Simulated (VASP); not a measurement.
Mg2ZnO3, 6 atoms in the cell. Symmetry: P-3m1, No. 164, trigonal system. The conventional cell has a = 2.991 Å, b = 2.991 Å, c = 7.306 Å, α = 90.00°, β = 90.00°, γ = 120.00°. Within 2.8 Å of Mg (site symmetry 3m) lie 6 O at 2.10 to 2.11 Å. Within 2.8 Å of Zn (site symmetry -3m) lie 6 O at 2.13 Å. O (site symmetry 3m) has 3 Mg at 2.10 Å and 3 Zn at 2.13 Å within 2.8 Å. Within 2.8 Å of O (site symmetry -3m) lie 6 Mg at 2.11 Å. 

```yaml
Program: VASP 6.6.1
Task: single point
Functional: r2SCAN
Potentials_or_basis: VASP PAW PBE potentials, release 64 (Mg, Zn, O)
Cutoff: 520 eV
k_mesh: 12 × 12 × 4
Occupations: fermi-dirac, width 0.02 eV
Spin: no spin polarisation
Dipole_correction: no
Further_INCAR_settings: ALGO = Normal; EDIFF = 1e-06; NBANDS = 26
```

Potentials or basis: VASP PAW PBE potentials, release 64 (Mg, Zn, O).

The run is started by

```sh
$ cat potpaw_PBE.64/Mg/POTCAR potpaw_PBE.64/Zn/POTCAR potpaw_PBE.64/O/POTCAR > POTCAR
$ cp INCAR.step1 INCAR
$ mpirun -np 1 vasp_std > vasp.out
$ cp INCAR.step2 INCAR
$ mpirun -np 1 vasp_std > vasp.out
```

Hardware: 1 thread of AMD EPYC 9R45 96-Core Processor (Zen 5), with other jobs on the host.

Q: How long does it take, and how much memory?

A: Run time: 3.1 min on 1 thread of AMD EPYC 9R45 96-Core Processor (Zen 5) (shared host), peak memory 0.22 GiB. Counts: k points 69.
